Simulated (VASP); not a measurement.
# Hg: single point with PBEsol+D3(BJ)

Crystal: Hg.

```xyz
2
Lattice="3.1329 0.0000 0.0000 -1.5664 2.7131 0.0000 0.0000 0.0000 5.0214" Properties=species:S:1:pos:R:3 pbc="T T T"
Hg    1.5664    0.9044    3.7661
Hg    0.0000    1.8088    1.2554
```

```json
{
  "Program": "VASP 6.6.1",
  "Task": "single point",
  "Functional": "PBEsol",
  "Dispersion": "D3(BJ)",
  "Potentials or basis": "VASP PAW PBE potentials, release 64 (Hg)",
  "Cutoff": "520 eV",
  "k mesh": "18 × 18 × 10",
  "Occupations": "gaussian, width 0.15 eV",
  "Spin": "no spin polarisation"
}
```

```yaml
Pressure: 1.9 GPa
Band_gap_on_the_k_mesh: zero (bands 12 and 13 overlap by 1.52 eV)
Dispersion_energy_per_atom: -0.469 eV
```

Stress tensor (GPa, compression positive):
```
1.96 0.00 0.00
0.00 1.96 0.00
0.00 0.00 1.74
```

Levels at points of the mesh, in eV from the Fermi level:
| k point | band 10 | band 11 | band 12 | band 13 | band 14 | band 15 |
| --- | --- | --- | --- | --- | --- | --- |
| (0.00, 0.00, 0.00) | -5.98 | -5.98 | -2.01 | -1.15 | 13.10 | 13.19 |
| (0.50, 0.00, 0.00) | -5.80 | -2.60 | -2.45 | 3.15 | 3.23 | 4.19 |
| (0.00, 0.00, 0.50) | -6.25 | -6.25 | -6.25 | 7.45 | 7.45 | 13.36 |
| (0.50, 0.00, 0.50) | -5.84 | -1.56 | -1.56 | -0.29 | -0.29 | 9.59 |

It took 2.5 min on 1 thread of Intel Xeon 8259CL, on a shared host, peak memory 0.28 GiB.

Caveat: the PAW data sets were made with another functional, which shifts forces and pressure a little; spin-orbit coupling is left out, which moves the levels of the heavy elements.
